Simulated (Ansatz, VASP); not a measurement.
**NaCl in VASP and in Ansatz**

```
CELL_PARAMETERS angstrom
0.00000 2.78927 2.83175
2.83175 0.00000 2.83175
2.83175 2.78927 0.00000
ATOMIC_POSITIONS crystal
Na 0.00000 0.00000 0.00000
Cl 0.50000 0.50000 0.50000
```

Change from the starting cell: strain -0.0150 x Voigt [0, 1, 0, 0, 0, 0], atoms carried along.

Alike in both runs: task single point; functional r2SCAN; k mesh 8 × 8 × 8; occupations gaussian, width 0.05 eV; no spin polarisation.

```csv
,VASP,Ansatz
version,VASP 6.6.1,Ansatz 0.2.0
potentials or method,"VASP PAW PBE potentials, release 64 (Na_pv, Cl), cutoff 520 eV","scalar-relativistic, plane waves, PAW"
valence electrons in the cell,14,16
```

|  | VASP | Ansatz | Ansatz less VASP |
| --- | --- | --- | --- |
| gap on the k mesh at the Fermi level (eV) | 5.93 | 5.91 | -0.023 |
| least direct gap on the mesh (eV) | 5.93 | 5.91 | -0.023 |
| pressure (GPa) | -0.6 | -0.4 | +0.22 |
| traceless stress, the component that is largest in VASP (GPa) | 0.47 | 0.46 | -0.012 |

VASP's potentials were made for PBE, not for r2SCAN. VASP's potentials hold 14 valence electrons a cell and Ansatz's 16, so a difference there can come from the potentials and not from the codes.
